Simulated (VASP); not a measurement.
# Sn2Ir (Fm-3m) in VASP: a series of runs, part 2 of 2

VASP 6.6.1. The steps go on from the part before.

**4. Electric field gradients, LDA (volume scaled by 1.01)**

Input file INCAR:

```
SYSTEM = Sn2Ir
ALGO = Normal
EDIFF = 1E-8
ENCUT = 520
ISIF = 2
ISMEAR = -1
LASPH = .True.
LCHARG = .False.
LEFG = .True.
LREAL = .False.
LWAVE = .False.
NBANDS = 26
NELM = 80
PREC = Accurate
SIGMA = 0.03
```

Input file KPOINTS:

```
k-points
0
Gamma
  10 10 10
  0 0 0
```

Input file POSCAR:

```
Sn2Ir
1.0
    0.0000000000      3.1795283165      3.1795283165
    3.1795283165      0.0000000000      3.1795283165
    3.1795283165      3.1795283165      0.0000000000
Sn Ir
2 1
Direct
    0.2500000000      0.2500000000      0.2500000000
    0.7500000000      0.7500000000      0.7500000000
    0.0000000000      0.0000000000      0.0000000000
```

Potentials or basis: VASP PAW LDA potentials, release 64 (Sn_d, Ir).

The run is started by

```sh
$ cat potpaw_LDA.64/Sn_d/POTCAR potpaw_LDA.64/Ir/POTCAR > POTCAR
$ mpirun -np 1 vasp_std > vasp.out
```

OUTCAR:

```text
SYSTEM = Sn2Ir
   EDIFF = 1E-8
   ENCUT = 520
   ISIF = 2
   ISMEAR = -1
   LASPH = .True.
   LREAL = .False.
   NELM = 80
   PREC = Accurate

 ion  position               nearest neighbor table
   1  0.250  0.250  0.250-   3 2.75   3 2.75   3 2.75   3 2.75   2 3.18   2 3.18   2 3.18   2 3.18
                             2 3.18   2 3.18
   2  0.750  0.750  0.750-   3 2.75   3 2.75   3 2.75   3 2.75   1 3.18   1 3.18   1 3.18   1 3.18
                             1 3.18   1 3.18
   3  0.000  0.000  0.000-   2 2.75   2 2.75   2 2.75   1 2.75   1 2.75   1 2.75   2 2.75   1 2.75

  LATTYP: Found a face centered cubic cell.
 ALAT       =     6.3590566330

  Lattice vectors:

 A1 = (   0.0000000000,   3.1795283165,   3.1795283165)
 A2 = (   3.1795283165,   0.0000000000,   3.1795283165)
 A3 = (   3.1795283165,   3.1795283165,   0.0000000000)

Analysis of symmetry for initial positions (statically):
=====================================================================
 Subroutine PRICEL returns:
 Original cell was already a primitive cell.

 Routine SETGRP: Setting up the symmetry group for a
 face centered cubic supercell.

 Subroutine GETGRP returns: Found 48 space group operations
 (whereof 48 operations were pure point group operations)
 out of a pool of 48 trial point group operations.

The static configuration has the point symmetry O_h .

Analysis of symmetry for dynamics (positions and initial velocities):
=====================================================================
 Subroutine PRICEL returns:
 Original cell was already a primitive cell.

 Routine SETGRP: Setting up the symmetry group for a
 face centered cubic supercell.

 Subroutine GETGRP returns: Found 48 space group operations
 (whereof 48 operations were pure point group operations)
 out of a pool of 48 trial point group operations.

The dynamic configuration has the point symmetry O_h .

 Subroutine INISYM returns: Found 48 space group operations
 (whereof 48 operations are pure point group operations),
 and found     1 'primitive' translations

----------------------------------------------------------------------------------------

                                     Primitive cell

  volume of cell :      64.2862

  direct lattice vectors                    reciprocal lattice vectors
     0.000000000  3.179528316  3.179528316    -0.157256030  0.157256030  0.157256030
     3.179528316  0.000000000  3.179528316     0.157256030 -0.157256030  0.157256030
     3.179528316  3.179528316  0.000000000     0.157256030  0.157256030 -0.157256030

  length of vectors
     4.496532067  4.496532067  4.496532067     0.272375434  0.272375434  0.272375434

  position of ions in fractional coordinates (direct lattice)
     0.250000000  0.250000000  0.250000000
     0.750000000  0.750000000  0.750000000
     0.000000000  0.000000000  0.000000000

  ion indices of the primitive-cell ions
   primitive index   ion index
                 1           1
                 2           2
                 3           3

[... 76 lines left out ...]
   NFREE  =      0    steps in history (QN), initial steepest desc. (CG)
   ISIF   =      2    stress and relaxation
   ISYM   =      2    0-nonsym 1-usesym 2-fastsym
   POTIM  = 0.5000    time-step for ionic-motion
   TEBEG  =    0.0;   TEEND  =   0.0 temperature during run
   PSTRESS=    0.0 pullay stress
   NELECT =      37.0000    total number of electrons
   NUPDOWN=      -1.0000    fix difference up-down
   EMIN   =  10.00;   EMAX   =-10.00  energy-range for DOS
   EFERMI =   0.00;   METHOD = LEGACY
   ISMEAR =    -1;   SIGMA  =   0.03  broadening in eV -4-tet -1-fermi 0-gaus
   EFERMI_NEDOS =   21; number of points for ismear=-14 and -15
   IALGO  =     38    algorithm
   IMIX   =      4    mixing-type and parameters
     AMIX     =   0.40;   BMIX     =  1.00
     AMIX_MAG =   1.60;   BMIX_MAG =  1.00
  volume/ion in A,a.u.               =      21.43       144.61
  Fermi-wavevector in a.u.,A,eV,Ry     =   1.361767  2.573366 25.230760  1.854409
  Thomas-Fermi vector in A             =   2.488314
   LORBIT       =      0    0 simple, 1 ext, 2 COOP (PROOUT), +10 PAW based schemes
   GGA     = CA    functional components
   LHFCALC =     F    Hartree Fock is set to
   AEXX    =    0.0000 exact exchange contribution
   IVDW    =     0    specifies the selected vdW correction
   LEPSILON=     F    determine dielectric tensor
   LRPA    =     F    only Hartree local field effects (RPA)
 non-spin polarized calculation
  energy-cutoff  :      520.00
  volume of cell :       64.29
 maximum number of plane-waves:      1759
 NGX is ok and might be reduce to    36
   NGX = 17   NGY = 17   NGZ = 17

 number of electron      37.0000004 magnetization

 Free energy of the ion-electron system (eV)
  ---------------------------------------------------
  ext. energy  EPLUGINS =         0.00000000
  ---------------------------------------------------
  free energy    TOTEN  =       -20.24077212 eV

  energy without entropy =      -20.23551610  energy(sigma->0) =      -20.23814411

 E-fermi :   8.6633     XC(G=0): -11.5488

 val. band max:        8.6342669370   @ k =   0.5000   0.0000   0.0000
 cond. band min:       8.6702898182   @ k =   0.3000   0.2000   0.0000
 fundamental gap:      0.0360228812
 Fermi energy:         8.6632923332

 k-point     1 :       0.0000    0.0000    0.0000
  band No.  band energies     occupation
      1     -12.7652      2.00000
      2     -12.7652      2.00000
      3     -12.6501      2.00000
      4     -12.6501      2.00000
      5     -12.6501      2.00000
      6     -12.4913      2.00000
[... 685 lines left out ...]
     25      18.4034      0.00000
     26      18.8092      0.00000

 [... further k-points ...]
[... 5 lines left out ...]
  --------------------------------------------------------------------------------------
  -------------------------------------------------------------------------------------
  Total       -1.2152167     -1.2152167     -1.2152167      0.0000000      0.0000000      0.0000000
  in kB      -30.2862994    -30.2862994    -30.2862994      0.0000000      0.0000000      0.0000000
  external PRESSURE =     -30.2862994 kB  Pullay stress =       0.0000000 kB

 VOLUME and BASIS-vectors are now :
 -----------------------------------------------------------------------------
  energy-cutoff  :      520.00
  volume of cell :       64.29
      direct lattice vectors                 reciprocal lattice vectors
     0.000000000  3.179528316  3.179528316    -0.157256030  0.157256030  0.157256030
     3.179528316  0.000000000  3.179528316     0.157256030 -0.157256030  0.157256030
     3.179528316  3.179528316  0.000000000     0.157256030  0.157256030 -0.157256030

 POSITION                                       TOTAL-FORCE (eV/Angst)
 -----------------------------------------------------------------------------------
      1.58976      1.58976      1.58976        -0.000000     -0.000000     -0.000000
      4.76929      4.76929      4.76929         0.000000      0.000000      0.000000
      0.00000      0.00000      0.00000         0.000000     -0.000000     -0.000000
 -----------------------------------------------------------------------------------
    total drift:                                0.000000      0.000000      0.000000

  FREE ENERGIE OF THE ION-ELECTRON SYSTEM (eV)
  ---------------------------------------------------
  free  energy   TOTEN  =       -20.2407721189 eV

  energy  without entropy=      -20.2355160998  energy(sigma->0) =      -20.23814411

 Electric field gradients (V/A^2)
---------------------------------------------------------------------
 ion       V_xx      V_yy      V_zz      V_xy      V_xz      V_yz
---------------------------------------------------------------------
   1      -0.000     0.000     0.000    -0.002    -0.002    -0.002
   2      -0.000     0.000     0.000    -0.002    -0.002    -0.002
   3       0.000     0.000     0.000     0.000     0.000     0.000
---------------------------------------------------------------------

 Electric field gradients after diagonalization (V/A^2)
 (convention: |V_zz| > |V_xx| > |V_yy|)
----------------------------------------------------------------------
 ion       V_xx      V_yy      V_zz     asymmetry (V_yy - V_xx)/ V_zz
----------------------------------------------------------------------
   1       0.002     0.002    -0.004       0.000
   2       0.002     0.002    -0.004       0.000
   3      -0.000    -0.000     0.000       0.000
----------------------------------------------------------------------

           NMR quadrupolar parameters

 Cq : quadrupolar parameter    Cq=e*Q*V_zz/h
 eta: asymmetry parameters     (V_yy - V_xx)/ V_zz
 Q  : nuclear electric quadrupole moment in mb (millibarn)
----------------------------------------------------------------------
 ion       Cq(MHz)       eta       Q (mb)
----------------------------------------------------------------------
   1      -0.000       0.000       1.000
   2      -0.000       0.000       1.000
   3       0.000       0.000       1.000
----------------------------------------------------------------------
```

stdout:

```text
POSCAR found type information on POSCAR SnIr
 POSCAR found :  2 types and       3 ions
 scaLAPACK will be used
 LDA part: xc-table for (Slater(with rela. corr.)+CA(PZ))
 , standard interpolation
 POSCAR, INCAR and KPOINTS ok, starting setup
 FFT: planning ... GRIDC
 FFT: planning ... GRID_SOFT
 FFT: planning ... GRID
 WAVECAR not read
 entering main loop
ion   1

ion   2

ion   3
```

It took 2 min on 1 thread of AMD EPYC 7R43 (Zen 3), shared host; peak memory 0.18 GiB.

What came out:

```yaml
Free_energy: -20.2408 eV
Pressure: -3.0 GPa
```

Caveat: the cell differs from its parent crystal (volume scaled by 1.01); without QUAD_EFG the Cq values of the log hold for a quadrupole moment of 1 mb, not for the nuclei; spin-orbit coupling is left out, which moves the levels of the heavy elements.

**5. Electric field gradients, LDA**

This run uses another cell than the first one, of 21.22 Å³/atom, 1.020 times its volume.

Input file INCAR:

```
SYSTEM = Sn2Ir
PREC = Accurate ; ENCUT = 520
EDIFF = 1E-8 ; ISMEAR = -1
SIGMA = 0.03 ; LREAL = .FALSE.
LASPH = .TRUE. ; NELM = 80
ALGO = Normal ; ISIF = 2
LWAVE = .FALSE. ; LCHARG = .FALSE.
GGA = CA ; LEFG = .TRUE.
NBANDS = 26
```

Input file KPOINTS:

```
regular mesh
0
G
  10 10 10
  0 0 0
```

Input file POSCAR:

```
Sn2Ir
1.0
    0.0000000000      3.1690000000      3.1690000000
    3.1690000000      0.0000000000      3.1690000000
    3.1690000000      3.1690000000      0.0000000000
Sn Ir
2 1
Direct
    0.2500000000      0.2500000000      0.2500000000
    0.7500000000      0.7500000000      0.7500000000
    0.0000000000      0.0000000000      0.0000000000
```

Potentials or basis: VASP PAW LDA potentials, release 64 (Sn_d, Ir).

The run is started by

```sh
$ cat potpaw_LDA.64/Sn_d/POTCAR potpaw_LDA.64/Ir/POTCAR > POTCAR
$ mpirun -np 1 vasp_std > vasp.out
```

OUTCAR:

```text
SYSTEM = Sn2Ir
   PREC = Accurate
   ENCUT = 520
   EDIFF = 1E-8
   ISMEAR = -1
   LREAL = .FALSE.
   LASPH = .TRUE.
   NELM = 80
   ISIF = 2
   GGA = CA

 ion  position               nearest neighbor table
   1  0.250  0.250  0.250-   3 2.74   3 2.74   3 2.74   3 2.74   2 3.17   2 3.17   2 3.17   2 3.17
                             2 3.17   2 3.17
   2  0.750  0.750  0.750-   3 2.74   3 2.74   3 2.74   3 2.74   1 3.17   1 3.17   1 3.17   1 3.17
                             1 3.17   1 3.17
   3  0.000  0.000  0.000-   2 2.74   2 2.74   2 2.74   1 2.74   2 2.74   1 2.74   1 2.74   1 2.74

  LATTYP: Found a face centered cubic cell.
 ALAT       =     6.3380000000

  Lattice vectors:

[... 919 lines left out ...]
---------------------------------------------------------------------
 ion       V_xx      V_yy      V_zz      V_xy      V_xz      V_yz
---------------------------------------------------------------------
   1       0.000     0.000     0.000    -0.002    -0.002    -0.002
   2       0.000     0.000     0.000    -0.002    -0.002    -0.002
   3       0.000    -0.000    -0.000     0.000     0.000     0.000
---------------------------------------------------------------------

 Electric field gradients after diagonalization (V/A^2)
 (convention: |V_zz| > |V_xx| > |V_yy|)
----------------------------------------------------------------------
 ion       V_xx      V_yy      V_zz     asymmetry (V_yy - V_xx)/ V_zz
----------------------------------------------------------------------
   1       0.002     0.002    -0.004       0.000
   2       0.002     0.002    -0.004       0.000
   3      -0.000    -0.000     0.000       0.000
----------------------------------------------------------------------

           NMR quadrupolar parameters

 Cq : quadrupolar parameter    Cq=e*Q*V_zz/h
 eta: asymmetry parameters     (V_yy - V_xx)/ V_zz
 Q  : nuclear electric quadrupole moment in mb (millibarn)
----------------------------------------------------------------------
 ion       Cq(MHz)       eta       Q (mb)
----------------------------------------------------------------------
   1      -0.000       0.000       1.000
   2      -0.000       0.000       1.000
   3       0.000       0.000       1.000
----------------------------------------------------------------------
```

OSZICAR:

```text
N       E                     dE             d eps       ncg     rms          rms(c)
DAV:   1     0.351626149724E+03    0.35163E+03   -0.18146E+04  2490   0.218E+03
DAV:   2     0.210588595562E+02   -0.33057E+03   -0.31987E+03  2444   0.521E+02
DAV:   3    -0.192437212915E+02   -0.40303E+02   -0.39685E+02  2912   0.169E+02
DAV:   4    -0.206507044298E+02   -0.14070E+01   -0.14027E+01  2854   0.343E+01
DAV:   5    -0.206899624181E+02   -0.39258E-01   -0.39253E-01  3320   0.546E+00    0.917E+00
DAV:   6    -0.203835556074E+02    0.30641E+00   -0.32709E-01  2740   0.613E+00    0.398E+00
DAV:   7    -0.202687260465E+02    0.11483E+00   -0.12291E-01  3086   0.362E+00    0.182E+00
DAV:   8    -0.202508135559E+02    0.17912E-01   -0.71744E-02  2586   0.239E+00    0.371E-01
DAV:   9    -0.202500939416E+02    0.71961E-03   -0.47839E-03  2992   0.852E-01    0.863E-02
DAV:  10    -0.202500468491E+02    0.47093E-04   -0.28050E-04  3008   0.187E-01    0.537E-02
DAV:  11    -0.202500562729E+02   -0.94239E-05   -0.30406E-05  2992   0.525E-02    0.773E-03
DAV:  12    -0.202500566232E+02   -0.35033E-06   -0.25046E-06  3112   0.161E-02    0.461E-03
DAV:  13    -0.202500566001E+02    0.23151E-07   -0.18947E-07  2674   0.437E-03    0.922E-04
DAV:  14    -0.202500566001E+02    0.81855E-11   -0.10263E-08  1944   0.124E-03
   1 F= -.20250057E+02 E0= -.20247348E+02  d E =-.541745E-02
```

stdout:

```text
POSCAR found type information on POSCAR SnIr
 POSCAR found :  2 types and       3 ions
 scaLAPACK will be used
 LDA part: xc-table for (Slater(with rela. corr.)+CA(PZ))
 , standard interpolation
 POSCAR, INCAR and KPOINTS ok, starting setup
 FFT: planning ... GRIDC
 FFT: planning ... GRID_SOFT
 FFT: planning ... GRID
 WAVECAR not read
 entering main loop
ion   1

ion   2

ion   3
```

It took 86 s on 1 thread of Intel Xeon 6975P-C, shared host; peak memory 0.21 GiB.

What came out:

```yaml
Free_energy: -20.2501 eV
Pressure: -1.8 GPa
```

Caveat: without QUAD_EFG the Cq values of the log hold for a quadrupole moment of 1 mb, not for the nuclei; spin-orbit coupling is left out, which moves the levels of the heavy elements.

**6. Overview**

```csv
cell,gap on the mesh (eV),pressure (GPa)
"a = 4.452 Å, angles 60.0°, 3 atoms",none,0.9
"a = 4.497 Å, angles 60.0°, 3 atoms",none,-3.0
"a = 4.482 Å, angles 60.0°, 3 atoms",none,-1.8
```

Alike in all rows: task electric field gradients; level LDA; potentials or basis VASP PAW LDA potentials, release 64 (Sn_d, Ir); no spin polarisation; k mesh 10 × 10 × 10; cutoff (eV) 520; smearing fermi-dirac 0.03 eV.

Caveats: spin-orbit coupling is left out, which moves the levels of the heavy elements.

Total energies depend on the potentials used, so only differences within one code and one set of settings carry meaning.
